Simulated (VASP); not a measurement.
Here is a VASP 6.6.1 calculation.

Contents of POSCAR:

```
Y
1.0
    3.6818094445      0.0000000000      0.0000000000
   -1.8409047223      3.1885405109      0.0000000000
    0.0000000000      0.0000000000      5.6941122791
Y
2
Direct
    0.3333333333      0.6666666667      0.2500000000
    0.6666666667      0.3333333333      0.7500000000
```

The input INCAR.step1:

```
PREC     = Accurate       # precision mode
ENCUT    = 520            # plane-wave cutoff, eV
ISMEAR   = 0              # smearing method
SIGMA    = 0.05           # smearing width, eV
LREAL    = F              # projectors in reciprocal space
LASPH    = T              # aspherical terms in the spheres
NELM     = 60             # most SCF steps
NBANDS   = 18             # bands
GGA      = PE             # functional
ALGO     = Normal         # electronic algorithm
EDIFF    = 1E-4           # SCF threshold, eV
LWAVE    = T              # write WAVECAR
LCHARG   = F              # write CHGCAR
```

The input INCAR.step2:

```
PREC     = Accurate       # precision mode
ENCUT    = 520            # plane-wave cutoff, eV
EDIFF    = 1E-6           # SCF threshold, eV
ISMEAR   = 0              # smearing method
SIGMA    = 0.05           # smearing width, eV
LREAL    = F              # projectors in reciprocal space
LASPH    = T              # aspherical terms in the spheres
NELM     = 60             # most SCF steps
ALGO     = Normal         # electronic algorithm
ISIF     = 2              # what is computed and relaxed
LWAVE    = F              # write WAVECAR
LCHARG   = F              # write CHGCAR
METAGGA  = R2SCAN         # meta-GGA
LMIXTAU  = T            
NBANDS   = 18             # bands
ISTART   = 1
```

Contents of KPOINTS:

```
Automatic mesh
0
Gamma
  14 14 8
```

Potentials or basis: VASP PAW PBE potentials, release 64 (Y_sv).

Launch:

```sh
$ cat potpaw_PBE.64/Y_sv/POTCAR > POTCAR
$ cp INCAR.step1 INCAR
$ mpirun -np 1 vasp_std > vasp.out
$ cp INCAR.step2 INCAR
$ mpirun -np 1 vasp_std > vasp.out
```

Task: Predict the pressure.

Result: 0.0 GPa.

Task: Estimate the band gap on the k mesh.

Result: Zero (bands 11 and 12 overlap by 1.70 eV).

Caveat: the PAW data sets were made with another functional, which shifts forces and pressure a little.
